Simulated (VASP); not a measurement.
# MoS2: single point with PBEsol

The system is MoS2.

```
Mo S
1.0
     3.01600    0.00000    0.00000
    -1.50800    2.61193    0.00000
     0.00000    0.00000   12.44460
Mo S
2 4
Direct
  0.33333 0.66667 0.25000
  0.66667 0.33333 0.75000
  0.33333 0.66667 0.62599
  0.66667 0.33333 0.12599
  0.33333 0.66667 0.87401
  0.66667 0.33333 0.37401
```

```json
{
  "Program": "VASP 6.6.1",
  "Task": "single point",
  "Functional": "PBEsol",
  "Potentials or basis": "VASP PAW PBE potentials, release 64 (Mo_sv, S)",
  "Cutoff": "520 eV",
  "k mesh": "12 × 12 × 2",
  "Occupations": "methfessel-paxton, width 0.156 eV",
  "Spin": "no spin polarisation",
  "Dipole correction": "no",
  "Further INCAR settings": "ALGO = Normal; EDIFF = 1e-06; NBANDS = 35"
}
```

```json
{
 "Pressure": "16.8 GPa",
 "Largest force": "1.324 eV/Å",
 "Band gap on the k mesh": "1.08 eV (least direct gap 2.16 eV)"
}
```

Forces in eV/Å, atoms in the order of the input:
```
Mo   0.000  0.000  0.000
Mo   0.000  0.000  0.000
S    0.000  0.000 -1.324
S    0.000  0.000 -1.324
S    0.000  0.000  1.324
S    0.000  0.000  1.324
```

Stress tensor (GPa, compression positive):
```
18.32  0.00  0.00
 0.00 18.32  0.00
 0.00  0.00 13.71
```

Levels at points of the mesh, in eV from the valence-band top:
```csv
k point,band 24,band 25,band 26,band 27,band 28,band 29
"(0.00, 0.00, 0.00)",-1.41,-1.41,0.00,2.80,2.80,2.82
"(0.50, 0.00, 0.00)",-1.22,-1.20,-1.06,2.42,2.46,2.66
"(0.00, 0.00, 0.50)",-1.84,-0.37,-0.37,2.81,2.81,2.81
"(0.50, 0.00, 0.50)",-1.21,-1.14,-1.14,2.44,2.44,2.86
```

Wall time 87 s on 1 thread of AMD EPYC 7R13 Processor (Zen 3) (shared host), peak memory 0.24 GiB.

Caveat: the cell stands under pressure; the PAW data sets were made with another functional, which shifts forces and pressure a little; this functional lacks dispersion, which binds the layers, so the pressure and a relaxed spacing across them are unreliable. A k mesh can miss the band edges.
